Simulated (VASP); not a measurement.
# TiAl (P4/mmm) in VASP: a series of runs, part 2 of 3

VASP 6.6.1. Earlier steps stand in the parts before.

### 3 Single point, PBEsol

This run uses another cell than the first one, of the same volume but with other edges.

Contents of INCAR:

```
SYSTEM = TiAl
PREC     = Accurate       ! precision mode
ENCUT    = 520            ! plane-wave cutoff, eV
EDIFF    = 1E-7           ! SCF threshold, eV
ISMEAR   = 0              ! smearing method
SIGMA    = 0.15           ! smearing width, eV
LREAL    = .FALSE.        ! projectors in reciprocal space
LASPH    = .TRUE.         ! aspherical terms in the spheres
NELM     = 100            ! most SCF steps
ALGO     = Fast           ! electronic algorithm
ISIF     = 2              ! what is computed and relaxed
LWAVE    = .FALSE.        ! write WAVECAR
LCHARG   = .FALSE.        ! write CHGCAR
GGA      = PS             ! functional
NBANDS   = 14             ! bands
```

Contents of KPOINTS:

```
regular mesh
0
G
  22 22 22
  0 0 0
```

Contents of POSCAR:

```
TiAl
1.0
    2.8921519706      0.0000000000      0.0000000000
    0.0000000000      2.8921519706      0.0000000000
    0.0000000000      0.0000000000      3.7597975617
Ti Al
1 1
Direct
    0.0000000000      0.0000000000      0.0000000000
    0.5000000000      0.5000000000      0.5000000000
```

Potentials or basis: VASP PAW PBE potentials, release 64 (Ti_sv, Al).

The run is started by

```
cat potpaw_PBE.64/Ti_sv/POTCAR potpaw_PBE.64/Al/POTCAR > POTCAR
mpirun -np 1 vasp_std > vasp.out
```

OUTCAR:

```text
SYSTEM = TiAl
   PREC = Accurate
   ENCUT = 520
   EDIFF = 1E-7
   ISMEAR = 0
   LREAL = .FALSE.
   LASPH = .TRUE.
   NELM = 100
   ISIF = 2
   GGA = PS

 ion  position               nearest neighbor table
   1  0.000  0.000  0.000-   2 2.78   2 2.78   2 2.78   2 2.78   2 2.78   2 2.78   2 2.78   2 2.78

   2  0.500  0.500  0.500-   1 2.78   1 2.78   1 2.78   1 2.78   1 2.78   1 2.78   1 2.78   1 2.78

  LATTYP: Found a simple tetragonal cell.
 ALAT       =     2.8921519706
 C/A-ratio  =     1.3000000000

  Lattice vectors:

 A1 = (   2.8921519706,   0.0000000000,   0.0000000000)
 A2 = (   0.0000000000,   2.8921519706,   0.0000000000)
 A3 = (   0.0000000000,   0.0000000000,   3.7597975617)

Analysis of symmetry for initial positions (statically):
=====================================================================
 Subroutine PRICEL returns:
 Original cell was already a primitive cell.

 Routine SETGRP: Setting up the symmetry group for a
 simple tetragonal supercell.

 Subroutine GETGRP returns: Found 16 space group operations
 (whereof 16 operations were pure point group operations)
 out of a pool of 16 trial point group operations.

The static configuration has the point symmetry D_4h.

Analysis of symmetry for dynamics (positions and initial velocities):
=====================================================================
 Subroutine PRICEL returns:
 Original cell was already a primitive cell.

 Routine SETGRP: Setting up the symmetry group for a
 simple tetragonal supercell.

 Subroutine GETGRP returns: Found 16 space group operations
 (whereof 16 operations were pure point group operations)
 out of a pool of 16 trial point group operations.

The dynamic configuration has the point symmetry D_4h.

 Subroutine INISYM returns: Found 16 space group operations
 (whereof 16 operations are pure point group operations),
 and found     1 'primitive' translations

----------------------------------------------------------------------------------------

                                     Primitive cell

  volume of cell :      31.4490

  direct lattice vectors                    reciprocal lattice vectors
     2.892151971  0.000000000  0.000000000     0.345763297  0.000000000  0.000000000
     0.000000000  2.892151971  0.000000000     0.000000000  0.345763297  0.000000000
     0.000000000  0.000000000  3.759797562     0.000000000  0.000000000  0.265971767

  length of vectors
     2.892151971  2.892151971  3.759797562     0.345763297  0.345763297  0.265971767

  position of ions in fractional coordinates (direct lattice)
     0.000000000  0.000000000  0.000000000
     0.500000000  0.500000000  0.500000000

  ion indices of the primitive-cell ions
   primitive index   ion index
                 1           1
                 2           2

----------------------------------------------------------------------------------------

 KPOINTS: regular mesh

Automatic generation of k-mesh.
 Grid dimensions read from file:
 generate k-points for:   22   22   22

 Generating k-lattice:

  Cartesian coordinates                     Fractional coordinates (reciprocal lattice)
[... 41 lines left out ...]
 [... further k-points ...]
   k-points           NKPTS =    936   k-points in BZ     NKDIM =    936   number of bands    NBANDS=     14
   number of dos      NEDOS =    301   number of ions     NIONS =      2
   total plane-waves  NPLWV =  16128
   dimension x,y,z NGX =    24 NGY =   24 NGZ =   28
   dimension x,y,z NGXF=    48 NGYF=   48 NGZF=   56
   ions per type =               1   1
   NGX,Y,Z   is equivalent  to a cutoff of  13.80, 13.80, 12.38 a.u.
   NGXF,Y,Z  is equivalent  to a cutoff of  27.59, 27.59, 24.76 a.u.
 SYSTEM =  TiAl
   PREC   = accura    normal or accurate (medium, high low for compatibility)
   ISTART =      0    job   : 0-new  1-cont  2-samecut
   ICHARG =      2    charge: 1-file 2-atom 10-const
   ISPIN  =      1    spin polarized calculation?
   LNONCOLLINEAR =      F non collinear calculations
   LSORBIT =      F    spin-orbit coupling
   LASPH  =      T    aspherical Exc in radial PAW
   ENCUT  =  520.0 eV  38.22 Ry    6.18 a.u.   5.38  5.38  6.99*2*pi/ulx,y,z
   NELM   =    100;   NELMIN=  2; NELMDL= -5     # of ELM steps
   EDIFF  = 0.1E-06   stopping-criterion for ELM
   LREAL  =      F    real-space projection
   EDIFFG = 0.1E-05   stopping-criterion for IOM
   NSW    =      0    number of steps for IOM
   IBRION =     -1    ionic relax: 0-MD 1-quasi-New 2-CG
   NFREE  =      0    steps in history (QN), initial steepest desc. (CG)
   ISIF   =      2    stress and relaxation
   ISYM   =      2    0-nonsym 1-usesym 2-fastsym
   POTIM  = 0.5000    time-step for ionic-motion
   TEBEG  =    0.0;   TEEND  =   0.0 temperature during run
   PSTRESS=    0.0 pullay stress
   NELECT =      15.0000    total number of electrons
   NUPDOWN=      -1.0000    fix difference up-down
   EMIN   =  10.00;   EMAX   =-10.00  energy-range for DOS
   EFERMI =   0.00;   METHOD = LEGACY
   ISMEAR =     0;   SIGMA  =   0.15  broadening in eV -4-tet -1-fermi 0-gaus
   EFERMI_NEDOS =   21; number of points for ismear=-14 and -15
   IALGO  =     68    algorithm
   IMIX   =      4    mixing-type and parameters
     AMIX     =   0.40;   BMIX     =  1.00
     AMIX_MAG =   1.60;   BMIX_MAG =  1.00
  volume/ion in A,a.u.               =      15.72       106.11
  Fermi-wavevector in a.u.,A,eV,Ry     =   1.279096  2.417140 22.260297  1.636086
  Thomas-Fermi vector in A             =   2.411601
   LORBIT       =      0    0 simple, 1 ext, 2 COOP (PROOUT), +10 PAW based schemes
   GGA     = PS    functional components
   LHFCALC =     F    Hartree Fock is set to
   AEXX    =    0.0000 exact exchange contribution
   IVDW    =     0    specifies the selected vdW correction
   LEPSILON=     F    determine dielectric tensor
   LRPA    =     F    only Hartree local field effects (RPA)
 non-spin polarized calculation
 RMM-DIIS sequential band-by-band and
 Gauss-broadening in eV      SIGMA  =   0.15
  energy-cutoff  :      520.00
  volume of cell :       31.45
 maximum number of plane-waves:       864
 NGX is ok and might be reduce to    24

 number of electron      15.0000007 magnetization

 Free energy of the ion-electron system (eV)
  ---------------------------------------------------
  ext. energy  EPLUGINS =         0.00000000
  ---------------------------------------------------
  free energy    TOTEN  =       -13.21067966 eV

  energy without entropy =      -13.18952034  energy(sigma->0) =      -13.20010000

 E-fermi :   8.6233     XC(G=0): -11.2765

 val. band max:        8.6205988680   @ k =   0.2727   0.0909   0.3182
 cond. band min:       8.6240784859   @ k =   0.4545   0.1364   0.1818
 fundamental gap:      0.0034796179
 Fermi energy:         8.6232511485

 k-point     1 :       0.0000    0.0000    0.0000
  band No.  band energies     occupation
      1     -47.7511      2.00000
      2     -24.2273      2.00000
      3     -23.8757      2.00000
      4     -23.8757      2.00000
      5      -0.5337      2.00000
      6       6.8785      2.00000
      7       7.6648      2.00000
      8       9.4282      0.00000
      9      10.6386      0.00000
     10      10.6386      0.00000
     11      11.6276      0.00000
     12      16.0199      0.00000
     13      16.0199      0.00000
     14      16.1143      0.00000
[... 377 lines left out ...]
      1     -47.7439      2.00000
      2     -24.2200      2.00000
      3     -23.9070      2.00000
      4     -23.9032      2.00000
      5      -0.2203      2.00000
      6       7.0805      2.00000
      7       7.7404      2.00000
      8       8.8694      0.02028
      9      10.4463      0.00000
     10      11.2639      0.00000
     11      11.5600      0.00000
     12      14.5191      0.00000
     13      15.4075      0.00000
     14      16.0611      0.00000

 [... further k-points ...]

------------------------ aborting loop because EDIFF is reached ----------------------------------------

  FORCE on cell =-STRESS in cart. coord.  units (eV):
  Direction    XX          YY          ZZ          XY          YZ          ZX
  --------------------------------------------------------------------------------------
  -------------------------------------------------------------------------------------
  Total       -0.3753757     -0.3753757      0.8914171      0.0000000     -0.0000000      0.0000000
  in kB      -19.1236176    -19.1236176     45.4134880      0.0000000     -0.0000000      0.0000000
  external PRESSURE =       2.3887509 kB  Pullay stress =       0.0000000 kB

 VOLUME and BASIS-vectors are now :
 -----------------------------------------------------------------------------
  energy-cutoff  :      520.00
  volume of cell :       31.45
      direct lattice vectors                 reciprocal lattice vectors
     2.892151971  0.000000000  0.000000000     0.345763297  0.000000000  0.000000000
     0.000000000  2.892151971  0.000000000     0.000000000  0.345763297  0.000000000
     0.000000000  0.000000000  3.759797562     0.000000000  0.000000000  0.265971767

 POSITION                                       TOTAL-FORCE (eV/Angst)
 -----------------------------------------------------------------------------------
      0.00000      0.00000      0.00000         0.000000      0.000000      0.000000
      1.44608      1.44608      1.87990         0.000000      0.000000      0.000000
 -----------------------------------------------------------------------------------
    total drift:                                0.000000      0.000000      0.000000

  FREE ENERGIE OF THE ION-ELECTRON SYSTEM (eV)
  ---------------------------------------------------
  free  energy   TOTEN  =       -13.2106796616 eV

  energy  without entropy=      -13.1895203447  energy(sigma->0) =      -13.20010000
```

Wall time 12 min (1 thread of Intel Xeon Platinum 8175M at 2.50GHz (Skylake/Cascade Lake), shared host); peak memory 0.51 GiB.

Results:

```
Free energy : -13.2107 eV
Pressure    : 0.2 GPa
```

Levels at points of the mesh, in eV from the Fermi level:
```
           k point  band 5  band 6  band 7  band 8  band 9  band 10  band 11  band 12
(0.00, 0.00, 0.00)   -9.16   -1.74   -0.96    0.80    2.02     2.02     3.00     7.40
(0.50, 0.00, 0.00)   -4.93   -4.78   -1.35   -0.27    1.40     2.36     4.27     5.88
(0.50, 0.50, 0.00)   -3.69   -0.89   -0.89   -0.79   -0.10    -0.10     3.96     5.27
(0.00, 0.00, 0.50)   -7.23   -5.28   -0.64    1.31    1.39     1.39     3.04     7.47
(0.50, 0.00, 0.50)   -5.09   -2.78   -1.38   -1.30    1.52     1.88     1.93     4.53
(0.50, 0.50, 0.50)   -2.75   -2.64   -2.64    1.51    2.37     2.71     3.87     3.87
```

Caveat: the PAW data sets were made with another functional, which shifts forces and pressure a little.

[end of part 2 of 3]
